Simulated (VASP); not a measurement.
Runs of VASP 6.6.1 on Pd. The structure is that of space group P6_3/mmc (No. 194), or close to it. The cells are those of the table. This isn't the form of Pd at room conditions, which is fcc.

| spin | cell | k mesh | smearing | gap on the mesh (eV) | pressure (GPa) | moment (μB) |
| --- | --- | --- | --- | --- | --- | --- |
| off | a = 2.820, b = 2.820, c = 9.295 Å, angles 90.0, 90.0, 120.0°, 4 atoms | 17 × 17 × 5 | fermi-dirac 0.1 eV | none | -6.1 | - |
| collinear | a = 2.815, b = 2.815, c = 9.311 Å, angles 90.0, 90.0, 120.0°, 4 atoms | 15 × 15 × 4 | fermi-dirac 0.05 eV | none | -5.9 | 1.30 |
| collinear | a = 2.779, b = 2.779, c = 9.190 Å, angles 90.0, 90.0, 120.0°, 4 atoms | 15 × 15 × 4 | fermi-dirac 0.05 eV | none | (a) | (b) |
| off | a = 2.856, b = 2.856, c = 9.413 Å, angles 90.0, 90.0, 120.0°, 4 atoms | 17 × 17 × 5 | fermi-dirac 0.1 eV | none | -10.5 | - |
| off | a = 2.784, b = 2.784, c = 9.175 Å, angles 90.0, 90.0, 120.0°, 4 atoms | 17 × 17 × 5 | fermi-dirac 0.1 eV | none | -0.3 | - |

Alike in all rows: task single point; level PBE; potentials or basis VASP PAW PBE potentials, release 64 (Pd); cutoff (eV) 520.

Fill in the values left out.

(a) -0.2; (b) 0.96.

Caveats: the cell stands under tension (at least some runs); a moment this small can come from the mesh or the smearing (at least some runs).

A k mesh can miss the band edges, and the runs leave out spin-orbit coupling on Pd.

A gap of «none» marks levels without a gap at the run's occupations.
